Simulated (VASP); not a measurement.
# CuO in VASP: further runs, part 2 of 2

VASP 6.6.1. Earlier steps stand in the parts before.

## (4) Single point, PBE

INCAR reads:

```
ALGO = Normal
EDIFF = 1E-7
ENCUT = 520
GGA = PE
ISIF = 2
ISMEAR = 0
LASPH = T
LCHARG = T
LELF = T
LREAL = F
LVHAR = T
LWAVE = F
NBANDS = 25
NELM = 60
PREC = Accurate
SIGMA = 0.028000000000000004
```

KPOINTS reads:

```
k-points
0
Gamma
  10 10 5
```

POSCAR reads:

```
CuO
1.0
    2.3418500000     -1.7113000000      0.0000000000
    2.3418500000      1.7113000000      0.0000000000
   -0.8500274268      0.0000000000      5.0578693947
Cu O
2 2
Direct
    0.5000000000      0.0000000000      0.5000000000
    0.0000000000      0.5000000000      0.0000000000
    0.4184000000      0.5816000000      0.7500000000
    0.5816000000      0.4184000000      0.2500000000
```

Potentials or basis: VASP PAW PBE potentials, release 64 (Cu, O).

Started as:

```sh
$ cat potpaw_PBE.64/Cu/POTCAR potpaw_PBE.64/O/POTCAR > POTCAR
$ mpirun -np 1 vasp_std > vasp.out
```

OUTCAR:

```text
EDIFF = 1E-7
   ENCUT = 520
   GGA = PE
   ISIF = 2
   ISMEAR = 0
   LASPH = T
   LREAL = F
   NELM = 60
   PREC = Accurate

 ion  position               nearest neighbor table
   1  0.500  0.000  0.500-   3 1.95   4 1.95   4 1.96   3 1.96
   2  0.000  0.500  0.000-   4 1.95   3 1.95   4 1.96   3 1.96
   3  0.418  0.582  0.750-   2 1.95   1 1.95   2 1.96   1 1.96
   4  0.582  0.418  0.250-   1 1.95   2 1.95   2 1.96   1 1.96

  LATTYP: Found a base centered monoclinic cell.
 ALAT       =     4.6837000000
 B/A-ratio  =     0.7307470589
 C/A-ratio  =     1.0950317057
 COS(beta)  =    -0.1657361228

  Lattice vectors:

 A1 = (   2.3418500000,  -1.7113000000,   0.0000000000)
 A2 = (   2.3418500000,   1.7113000000,   0.0000000000)
 A3 = (  -0.8500274268,   0.0000000000,   5.0578693947)

Analysis of symmetry for initial positions (statically):
=====================================================================
 Subroutine PRICEL returns:
 Original cell was already a primitive cell.
[... 173 lines left out ...]
  free energy    TOTEN  =       -19.52164295 eV

  energy without entropy =      -19.52062565  energy(sigma->0) =      -19.52113430

 E-fermi :   5.7113     XC(G=0): -11.9151

 val. band max:        5.7040524697   @ k =  -0.4000   0.2000   0.4000
 cond. band min:       5.7220576334   @ k =   0.5000   0.2000   0.4000
 fundamental gap:      0.0180051637
 Fermi energy:         5.7112531305

 k-point     1 :       0.0000    0.0000    0.0000
  band No.  band energies     occupation
      1     -14.2150      2.00000
      2     -12.8887      2.00000
      3      -2.4338      2.00000
      4       0.1582      2.00000
      5       0.5544      2.00000
      6       2.4024      2.00000
[... 661 lines left out ...]
     24      19.0983      0.00000
     25      20.1580      0.00000

 [... further k-points ...]

------------------------ aborting loop because EDIFF is reached ----------------------------------------

  FORCE on cell =-STRESS in cart. coord.  units (eV):
  Direction    XX          YY          ZZ          XY          YZ          ZX
  --------------------------------------------------------------------------------------
  -------------------------------------------------------------------------------------
  Total        1.5880719      1.8162511      1.4134723      0.0000000      0.0000000     -0.3382461
  in kB       62.7621632     71.7800302     55.8618174      0.0000000      0.0000000    -13.3678187
  external PRESSURE =      63.4680036 kB  Pullay stress =       0.0000000 kB

 VOLUME and BASIS-vectors are now :
 -----------------------------------------------------------------------------
  energy-cutoff  :      520.00
  volume of cell :       40.54
      direct lattice vectors                 reciprocal lattice vectors
     2.341850000 -1.711300000  0.000000000     0.213506416 -0.292175539  0.035881968
     2.341850000  1.711300000  0.000000000     0.213506416  0.292175539  0.035881968
    -0.850027427  0.000000000  5.057869395     0.000000000  0.000000000  0.197711709

 POSITION                                       TOTAL-FORCE (eV/Angst)
 -----------------------------------------------------------------------------------
      0.74591     -0.85565      2.52893         0.000000     -0.000000      0.000000
      1.17092      0.85565      0.00000         0.000000      0.000000      0.000000
      1.70433      0.27928      3.79340        -0.000000     -0.218143     -0.000000
      2.12934     -0.27928      1.26447         0.000000      0.218143      0.000000
 -----------------------------------------------------------------------------------
    total drift:                                0.000000      0.000000     -0.000000

  FREE ENERGIE OF THE ION-ELECTRON SYSTEM (eV)
  ---------------------------------------------------
  free  energy   TOTEN  =       -19.5216429549 eV

  energy  without entropy=      -19.5206256511  energy(sigma->0) =      -19.52113430
```

OSZICAR:

```text
N       E                     dE             d eps       ncg     rms          rms(c)
DAV:   1     0.295677090801E+03    0.29568E+03   -0.16337E+04  7466   0.216E+03
DAV:   2     0.105706567965E+02   -0.28511E+03   -0.26257E+03  7252   0.397E+02
DAV:   3    -0.244459453158E+02   -0.35017E+02   -0.33158E+02  8647   0.154E+02
DAV:   4    -0.256146387300E+02   -0.11687E+01   -0.11629E+01  8630   0.303E+01
DAV:   5    -0.256378496915E+02   -0.23211E-01   -0.23202E-01  9182   0.378E+00    0.174E+01
DAV:   6    -0.229379937001E+02    0.26999E+01   -0.34979E+01 10069   0.149E+02    0.132E+01
DAV:   7    -0.194589079433E+02    0.34791E+01   -0.97531E+00  8545   0.114E+02    0.259E+00
DAV:   8    -0.195566272581E+02   -0.97719E-01   -0.15024E+00  7455   0.843E+00    0.161E+00
DAV:   9    -0.195258585526E+02    0.30769E-01   -0.57492E-02 12151   0.637E+00    0.496E-01
DAV:  10    -0.195221563443E+02    0.37022E-02   -0.12843E-02 10552   0.181E+00    0.321E-01
DAV:  11    -0.195215809161E+02    0.57543E-03   -0.59110E-03 10751   0.709E-01    0.488E-02
DAV:  12    -0.195216068555E+02   -0.25939E-04   -0.26775E-04  8860   0.178E-01    0.278E-02
DAV:  13    -0.195216446752E+02   -0.37820E-04   -0.47562E-05 10707   0.772E-02    0.108E-02
DAV:  14    -0.195216431771E+02    0.14981E-05   -0.15866E-06 11425   0.341E-02    0.549E-03
DAV:  15    -0.195216430131E+02    0.16405E-06   -0.16623E-06 10669   0.141E-02    0.615E-04
DAV:  16    -0.195216429549E+02    0.58164E-07   -0.46113E-08  4227   0.371E-03
   1 F= -.19521643E+02 E0= -.19521134E+02  d E =-.101730E-02
```

stdout:

```text
POSCAR found type information on POSCAR CuO
 POSCAR found :  2 types and       4 ions
 scaLAPACK will be used
 LDA part: xc-table for (Slater+PW92), standard interpolation
 POSCAR, INCAR and KPOINTS ok, starting setup
 FFT: planning ... GRIDC
 FFT: planning ... GRID_SOFT
 FFT: planning ... GRID
 WAVECAR not read
 entering main loop
```

Run time: 58 s. Hardware: 1 thread of Intel Xeon 6975P-C (Granite Rapids), shared host; peak memory 0.25 GiB.

What came out:

* Free energy: -19.5216 eV
* Pressure: 6.3 GPa
* Largest force: 0.218 eV/Å
* Band gap on the k mesh: zero (bands 17 and 18 overlap by 0.60 eV)

Forces on the atoms (eV/Å):
```
Cu   0.000  0.000  0.000
Cu   0.000  0.000  0.000
O    0.000 -0.218  0.000
O    0.000  0.218  0.000
```

Caveat: the cell stands under pressure; semilocal functionals often make such compounds metallic where correlation or magnetic order opens a gap, which also shifts bond lengths. With open d or f shells a metallic result of PBE can be an artefact of self-interaction; +U or a hybrid may open a gap.

## (5) Single point, RPBE+D3(BJ)

This run uses another cell than the first one, of 8.84 Å³/atom.

INCAR reads:

```
SYSTEM = CuO
PREC = Accurate ; ENCUT = 520
EDIFF = 1E-6 ; ISMEAR = -1
SIGMA = 0.05 ; LREAL = .FALSE.
LASPH = .TRUE. ; NELM = 80
ALGO = Normal ; ISIF = 2
LWAVE = .FALSE. ; LCHARG = .FALSE.
GGA = RP ; IVDW = 12
NBANDS = 25
```

KPOINTS reads:

```
regular mesh
0
G
  10 10 5
  0 0 0
```

POSCAR reads:

```
CuO
1.0
    2.4229109797     -1.5090674398     -0.1237283290
    2.4229109797      1.5090674398     -0.1237283290
   -1.1466757111      0.0000000000      4.8948479886
Cu O
2 2
Direct
    0.5000000000      0.0000000000      0.5000000000
    0.0000000000      0.5000000000      0.0000000000
    0.3422943422      0.6577056578      0.7500000000
    0.6577056578      0.3422943422      0.2500000000
```

Started as:

```sh
$ cat potpaw_PBE.64/Cu/POTCAR potpaw_PBE.64/O/POTCAR > POTCAR
$ mpirun -np 1 vasp_std > vasp.out
```

Run time: 59 s. Hardware: 1 thread of Intel Xeon 6975P-C (Granite Rapids), shared host; peak memory 0.25 GiB.

Results (log left out):

```
Free energy                : -22.6312 eV
Pressure                   : 0.7 GPa
Largest force              : 0.071 eV/Å
Band gap on the k mesh     : zero (bands 17 and 18 overlap by 0.50 eV)
Dispersion energy per atom : -1.386 eV
```

Forces in eV/Å, atoms in the order of the input:
```
Cu   0.000  0.000  0.000
Cu   0.000  0.000  0.000
O    0.000  0.071  0.000
O    0.000 -0.071  0.000
```

Stress tensor (GPa, compression positive):
```
 0.83  0.00 -0.05
 0.00  0.35  0.00
-0.05  0.00  0.80
```

Levels at points of the mesh, in eV from the Fermi level:
```
           k point  band 15  band 16  band 17  band 18  band 19  band 20
(0.00, 0.00, 0.00)    -2.13    -1.63     0.23     0.90     2.14     6.03
(0.50, 0.00, 0.00)    -1.12    -1.02    -0.36    -0.19     6.99     7.18
(0.50, 0.50, 0.00)    -1.69    -1.41     0.20     0.94     5.03     6.52
```

Caveat: the dispersion term is far too large for a dense solid, which distorts pressure and volume; semilocal functionals underestimate gaps, and a narrow one can read as zero; the PAW data sets were made with another functional, which shifts forces and pressure a little; semilocal functionals often make such compounds metallic where correlation or magnetic order opens a gap, which also shifts bond lengths.

## (6) Overview

| level | cell | k mesh | smearing | grid for exact exchange (PRECFOCK) | share of exact exchange | screening parameter | gap on the mesh (eV) | pressure (GPa) | largest force (eV/Å) |
| --- | --- | --- | --- | --- | --- | --- | --- | --- | --- |
| PBE-based screened hybrid with 40 % exact exchange | a = 2.900, b = 2.900, c = 5.129 Å, angles 97.7, 97.7, 72.3°, 4 atoms, atomic positions A | 5 × 5 × 3 | fermi-dirac 0.05 eV | Normal | 0.4 | 0.2 1/Å | none | -2.1 | 0.24 |
| PBE | a = 2.900, b = 2.900, c = 5.129 Å, angles 97.7, 97.7, 72.3°, 4 atoms, atomic positions B | 10 × 10 × 5 | fermi-dirac 0.05 eV | - | - | - | none | 6.2 | 0.43 |
| PBE | a = 2.900, b = 2.900, c = 5.129 Å, angles 97.7, 97.7, 72.3°, 4 atoms, atomic positions A | 10 × 10 × 5 | gaussian 0.028 eV | - | - | - | none | 6.3 | 0.22 |
| RPBE+D3(BJ) | a = 2.857, b = 2.857, c = 5.027 Å, angles 103.6, 103.6, 63.8°, 4 atoms, atomic positions C | 10 × 10 × 5 | fermi-dirac 0.05 eV | - | - | - | none | 0.7 | 0.07 |

Alike in all rows: task single point; potentials or basis VASP PAW PBE potentials, release 64 (Cu, O); no spin polarisation; cutoff (eV) 520.

Caveats: some runs use coarse meshes; semilocal functionals often make such compounds metallic where correlation or magnetic order opens a gap, which also shifts bond lengths (at least some runs); the PAW data sets were made with another functional, which shifts forces and pressure a little (at least some runs); the cell stands under pressure (at least some runs); the dispersion term is far too large for a dense solid, which distorts pressure and volume (at least some runs); semilocal functionals underestimate gaps, and a narrow one can read as zero (at least some runs).

Absolute energies hang on the potentials; compare differences alone.

The gap in the log of VASP goes by the Fermi energy; the results here count the filled bands.